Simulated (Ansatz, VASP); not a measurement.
# Mg: VASP beside Ansatz

The input INCAR:

```
ALGO = Fast
DIPOL = 0.5 0.5 0.500
EDIFF = 1E-6
ENCUT = 520
GGA = PS
IDIPOL = 3
ISIF = 2
ISMEAR = 0
LASPH = True
LCHARG = True
LDIPOL = True
LELF = True
LREAL = False
LVACPOTAV = True
LVHAR = True
LWAVE = False
NBANDS = 18
NELM = 60
PREC = Accurate
SIGMA = 0.1
```

The input KPOINTS:

```
k-points
0
Gamma
  11 7 1
```

File POSCAR:

```
Mg
1.0
    3.1881999939      0.0000000000      0.0000000000
    0.0000000000      5.1084658709      0.0000000000
    0.0000000000      0.0000000000     25.1238946859
Mg
8
Direct
    0.0000000000      0.2500000000      0.2985205954
    0.0000000000      0.7500000000      0.3717858334
    0.5000000000      0.2500000000      0.4084184524
    0.5000000000      0.7500000000      0.4816836905
    0.0000000000      0.2500000000      0.5183163095
    0.0000000000      0.7500000000      0.5915815476
    0.5000000000      0.2500000000      0.6282141666
    0.5000000000      0.7500000000      0.7014794046
```

Input for Ansatz:

```yaml
crystal:
  lattice:
    - [3.1881999939, 0.0, 0.0]
    - [0.0, 5.1084658709, 0.0]
    - [0.0, 0.0, 25.1238946859]
  atoms:
    - { symbol: Mg, position: [0.0, 0.25, 0.2985205954] }
    - { symbol: Mg, position: [0.0, 0.75, 0.3717858334] }
    - { symbol: Mg, position: [0.5, 0.25, 0.4084184524] }
    - { symbol: Mg, position: [0.5, 0.75, 0.4816836905] }
    - { symbol: Mg, position: [0.0, 0.25, 0.5183163095] }
    - { symbol: Mg, position: [0.0, 0.75, 0.5915815476] }
    - { symbol: Mg, position: [0.5, 0.25, 0.6282141666] }
    - { symbol: Mg, position: [0.5, 0.75, 0.7014794046] }
basis:
  ecutwfc: 420
kpoints:
  mp_grid: { grid: [11, 7, 1] }
hamiltonian:
  xc: pbesol
scf:
  occupations: { method: gaussian, width: 0.1 }
output:
  forces: true
  stress: true
  eigenvalues: true
efield:
  axis: 3
  dipole_correction: true
```

Alike in both runs: task single point; functional PBEsol; k mesh 11 × 7 × 1; occupations gaussian, width 0.1 eV; no spin polarisation.

|  | VASP | Ansatz |
| --- | --- | --- |
| version | VASP 6.6.1 | Ansatz 0.2.0 |
| potentials or method | VASP PAW PBE potentials, release 64 (Mg), cutoff 520 eV | scalar-relativistic, plane waves, PAW |
| valence electrons in the cell | 16 | 80 |

|  | VASP | Ansatz | Ansatz less VASP |
| --- | --- | --- | --- |
| gap on the k mesh at the Fermi level (eV) | none | none | - |
| rms of the force components (eV/Å) | 0.032 | 0.032 | +0.0001 |
| work function, face that differs most (eV) | 3.74 | 3.74 | -0.002 |

VASP's potentials were made for PBE, not for PBEsol. Atom by atom the forces differ by 0.001 eV/Å (rms over components). A gap of «none» marks a metal or a gap that the smearing closes. VASP's potentials hold 16 valence electrons a cell and Ansatz's 80, so a difference there can come from the potentials and not from the codes.
